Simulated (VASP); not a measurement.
A run of VASP 6.6.1 is set up as follows.

The input INCAR:

```
SYSTEM = SrO
PREC     = Accurate       ! precision mode
ENCUT    = 520            ! plane-wave cutoff, eV
EDIFF    = 1E-6           ! SCF threshold, eV
ISMEAR   = 0              ! smearing method
SIGMA    = 0.05           ! smearing width, eV
LREAL    = .False.        ! projectors in reciprocal space
LASPH    = .True.         ! aspherical terms in the spheres
NELM     = 80             ! most SCF steps
ALGO     = Normal         ! electronic algorithm
ISIF     = 2              ! what is computed and relaxed
LWAVE    = .False.        ! write WAVECAR
LCHARG   = .False.        ! write CHGCAR
GGA      = PE             ! functional
NBANDS   = 15             ! bands
```

The input KPOINTS:

```
Automatic mesh
0
Gamma
  8 8 8
  0 0 0
```

Contents of POSCAR:

```
SrO
1.0
    0.0000000000      2.2895467809      3.2374191482
    2.2895467809      0.0000000000      3.2374191482
    2.2895467809      2.2895467809      0.0000000000
Sr O
1 1
Direct
    0.0000000000      0.0000000000      0.0000000000
    0.5000000000      0.5000000000      0.5000000000
```

Potentials or basis: VASP PAW PBE potentials, release 64 (Sr_sv, O).

The run is started by

```sh
$ cat potpaw_PBE.64/Sr_sv/POTCAR potpaw_PBE.64/O/POTCAR > POTCAR
$ mpirun -np 1 vasp_std > vasp.out
```

(1) Estimate the pressure.

(2) Predict the band gap on the k mesh.

Results:

(1) 26.2 GPa.

(2) 1.47 eV, indirect (least direct gap 1.75 eV).
